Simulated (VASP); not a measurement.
Write the native input for VASP 6.6.1 that does the following.

| Item | Value |
| --- | --- |
| Task | single point |
| Functional | r2SCAN |
| Potentials or basis | VASP PAW PBE potentials, release 64 (Zn, S) |
| Cutoff | 520 eV |
| k mesh | 6 × 6 × 4 |
| Occupations | gaussian, width 0.01 eV |
| Spin | no spin polarisation |
| Dipole correction | no |
| Further INCAR settings | ALGO = Normal; EDIFF = 1e-07; NBANDS = 26 |

The system is ZnS (Wurtzite-2H).

```xyz
4
Lattice="3.8068 0.0000 0.0000 -1.9034 3.2968 0.0000 0.0000 0.0000 6.2458" Properties=species:S:1:pos:R:3 pbc="T T T"
Zn    0.0000    2.1979    0.0337
Zn    1.9034    1.0989    3.1565
S     0.0000    2.1979    2.3710
S     1.9034    1.0989    5.4938
```

One way to write it, as run:

POSCAR

```
ZnS
1.0
    3.8068042606      0.0000000000      0.0000000000
   -1.9034021303      3.2967891969      0.0000000000
    0.0000000000      0.0000000000      6.2457689244
Zn S
2 2
Direct
    0.3333333333      0.6666666667      0.0053888420
    0.6666666667      0.3333333333      0.5053888420
    0.3333333333      0.6666666667      0.3796111580
    0.6666666667      0.3333333333      0.8796111580
```

INCAR.step1

```
PREC = Accurate ; ENCUT = 520
ISMEAR = 0 ; SIGMA = 0.01
LREAL = False ; LASPH = True
NELM = 80 ; NBANDS = 26
GGA = PE ; ALGO = Normal
EDIFF = 1E-4 ; LWAVE = True
LCHARG = False
```

INCAR.step2

```
PREC = Accurate ; ENCUT = 520
EDIFF = 1E-7 ; ISMEAR = 0
SIGMA = 0.01 ; LREAL = False
LASPH = True ; NELM = 80
ALGO = Normal ; ISIF = 2
LWAVE = False ; LCHARG = False
METAGGA = R2SCAN ; LMIXTAU = True
NBANDS = 26 ; ISTART = 1
```

KPOINTS

```
regular mesh
0
Gamma
  6 6 4
```

Potentials or basis: VASP PAW PBE potentials, release 64 (Zn, S).

The run is started by

```sh
$ cat potpaw_PBE.64/Zn/POTCAR potpaw_PBE.64/S/POTCAR > POTCAR
$ cp INCAR.step1 INCAR
$ mpirun -np 1 vasp_std > vasp.out
$ cp INCAR.step2 INCAR
$ mpirun -np 1 vasp_std > vasp.out
```

It gave:

The pressure is 0.0 GPa and the band gap on the k mesh is 2.79 eV, direct.

Caveat: the PAW data sets were made with another functional, which shifts forces and pressure a little.

Run time: 2.2 min on 1 thread of Intel Xeon 6975P-C, with other jobs on the host, peak memory 0.21 GiB.
